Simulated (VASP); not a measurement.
Cs: relaxation of cell and atoms with PBEsol

Cs:

```xyz
1
Lattice="0.0000 3.9483 3.9483 3.9483 0.0000 3.9483 3.9483 3.9483 0.0000" Properties=species:S:1:pos:R:3 pbc="T T T"
Cs    0.0000    0.0000    0.0000
```

```json
{
 "Program": "VASP 6.6.1",
 "Task": "relaxation of cell and atoms",
 "Functional": "PBEsol",
 "Potentials or basis": "VASP PAW PBE potentials, release 64 (Cs_sv)",
 "Cutoff": "600 eV",
 "k mesh": "6 × 6 × 6",
 "Occupations": "fermi-dirac, width 0.05 eV",
 "Spin": "no spin polarisation",
 "Target pressure": "20 GPa",
 "Dipole correction": "no",
 "Further INCAR settings": "ALGO = Normal; EDIFF = 1e-06; IBRION = 2; EDIFFG = -0.005; NSW = 80; ISIF = 3"
}
```

```yaml
Relaxed_volume: 27.39 Å³/atom
Relaxed_cell: a = 3.383 Å, b = 3.383 Å, c = 3.383 Å, α = 60.00°, β = 60.00°, γ = 60.00°
Space_group_after_relaxing_to_0.05_Å: Fm-3m (No. 225)
Energy_change_on_relaxing_the_enthalpy_is_what_falls: +1579.6 meV/atom
Ionic_steps: 21
Pressure_after_relaxing: 20.0 GPa
```

The path:
```csv
step,energy change (eV),largest force (eV/Å),pressure (GPa),volume (Å³)
1,0.0000,0.0000,-0.19,123.10
2,639.9394,0.0000,96001.99,1.96
3,-0.0037,0.0000,-0.14,119.53
4,-0.0062,0.0000,-0.10,116.17
5,0.8039,0.0000,5.15,39.67
6,11.6974,0.0000,384.48,12.66
7,0.9646,0.0000,7.95,35.55
8,1.6642,0.0000,22.62,26.74
9,1.5204,0.0000,18.37,27.88
10,1.5226,0.0000,18.43,27.86
11,1.5292,0.0000,18.61,27.81
12,1.5292,0.0000,18.61,27.81
13,1.5295,0.0000,18.60,27.80
14,1.5299,0.0000,18.59,27.80
15,1.5308,0.0000,18.66,27.79
16,1.5327,0.0000,18.70,27.78
17,1.5363,0.0000,18.81,27.74
18,1.5437,0.0000,19.01,27.68
19,1.5587,0.0000,19.42,27.56
20,1.5895,0.0000,20.27,27.31
21,1.5796,0.0000,20.00,27.39
```

Final structure:
```cif
data_structure
_symmetry_space_group_name_H-M 'P 1'
_symmetry_Int_Tables_number 1
_cell_length_a 3.3834
_cell_length_b 3.3834
_cell_length_c 3.3834
_cell_angle_alpha 60.000
_cell_angle_beta 60.000
_cell_angle_gamma 60.000
_cell_volume 27.39
loop_
_atom_site_label
_atom_site_type_symbol
_atom_site_fract_x
_atom_site_fract_y
_atom_site_fract_z
_atom_site_occupancy
Cs1 Cs 0.00000 0.00000 0.00000 1
```

Levels at points of the mesh, in eV from the Fermi level:
```
           k point  band 3  band 4  band 5  band 6  band 7  band 8
(0.00, 0.00, 0.00)   -8.71   -8.71   -0.16    3.00    3.00    3.00
(0.50, 0.00, 0.00)   -9.42   -9.42   -0.71    2.45    2.45    5.64
(0.50, 0.50, 0.00)  -10.79  -10.79   -2.50   -1.68   10.62   12.45
```

Wall time 3.4 min on 1 thread of Intel(R) Xeon(R) 6975P-C (Granite Rapids), with other jobs on the host, peak memory 0.98 GiB.

Caveat: the cell is relaxed towards a set pressure, so the enthalpy falls and the energy may rise; the volume moved by over 15 % at a fixed basis, so the end points are rough; the PAW data sets were made with another functional, which shifts forces and pressure a little; spin-orbit coupling is left out, which moves the levels of the heavy elements.
